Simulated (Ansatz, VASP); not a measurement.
Pd in VASP and in Ansatz

Contents of INCAR:

```
SYSTEM = Pd
ALGO = Normal
EDIFF = 1E-6
EDIFFG = -0.01
ENCUT = 600
GGA = PE
IBRION = 2
ISIF = 3
ISMEAR = 0
LASPH = .True.
LCHARG = .False.
LREAL = .False.
LWAVE = .False.
NELM = 100
NSW = 80
PREC = Accurate
SIGMA = 0.1
```

KPOINTS

```
k-points
0
Gamma
  18 18 18
  0 0 0
```

POSCAR

```
Pd
1.0
    0.0000000000      1.9740927426      1.9740927426
    1.9740927426      0.0000000000      1.9740927426
    1.9740927426      1.9740927426      0.0000000000
Pd
1
Direct
    0.0000000000      0.0000000000      0.0000000000
```

Input for Ansatz:

```yaml
crystal:
  lattice:
    - [0.0, 1.9740927426, 1.9740927426]
    - [1.9740927426, 0.0, 1.9740927426]
    - [1.9740927426, 1.9740927426, 0.0]
  atoms:
    - { symbol: Pd, position: [0.0, 0.0, 0.0] }
basis:
  ecutwfc: 420
kpoints:
  mp_grid: { grid: [18, 18, 18] }
hamiltonian:
  xc: pbe
scf:
  occupations: { method: gaussian, width: 0.1 }
output:
  forces: true
  stress: true
  eigenvalues: true
  write_density: true
  write_potential: true
  elf: true
  volumetric_format: npy
relax:
  adjacent_minimum: "off"
  f_tol: 0.01
  max_steps: 60
  cell: { stress_tol: 0.1 }
```

Alike in both runs: task relaxation of cell and atoms; functional PBE; k mesh 18 × 18 × 18; occupations gaussian, width 0.1 eV; no spin polarisation.

|  | VASP | Ansatz |
| --- | --- | --- |
| version | VASP 6.6.1 | Ansatz 0.2.0 |
| potentials or method | VASP PAW PBE potentials, release 64 (Pd), cutoff 600 eV | scalar-relativistic, plane waves, PAW |
| valence electrons in the cell | 10 | 18 |

Ansatz gave:

* gap on the k mesh at the Fermi level, each at its own relaxed structure (eV): none
* relaxed volume (Å³/atom): 15.32
* relaxed cell length with the largest relative difference (Å): 2.788

**Question.** What did VASP give for the same quantities?

**Answer.** gap on the k mesh at the Fermi level, each at its own relaxed structure (eV): none; relaxed volume (Å³/atom): 15.29; relaxed cell length with the largest relative difference (Å): 2.786.

A gap of «none» marks a metal or a gap that the smearing closes. VASP's potentials hold 10 valence electrons a cell and Ansatz's 18, so a difference there can come from the potentials and not from the codes.
